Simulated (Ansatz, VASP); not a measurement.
**BN in VASP and in Ansatz**

```xyz
4
Lattice="2.5001 0.0000 0.0000 -1.2501 2.1652 0.0000 0.0000 0.0000 4.0223" Properties=species:S:1:pos:R:3 pbc="T T T"
B     0.0000    0.0000    0.0000
B     0.0000    0.0000    2.0111
N     0.0000    1.4434    1.0056
N     1.2501    0.7217    3.0167
```

Alike in both runs: task single point; functional PBE; k mesh 12 × 12 × 7; occupations fermi-dirac, width 0.05 eV; no spin polarisation.

|  | VASP | Ansatz |
| --- | --- | --- |
| version | VASP 6.6.1 | Ansatz 0.2.0 |
| potentials or method | VASP PAW PBE potentials, release 64 (B, N), cutoff 520 eV | all-electron LAPW, scalar-relativistic |

```csv
,VASP,Ansatz,Ansatz less VASP
pressure (GPa),-0.2,0.0,+0.18
"traceless stress, the component that is largest in VASP (GPa)",-0.14,-0.13,+0.010
```

Ansatz ran all-electron here, and VASP with PAW potentials.
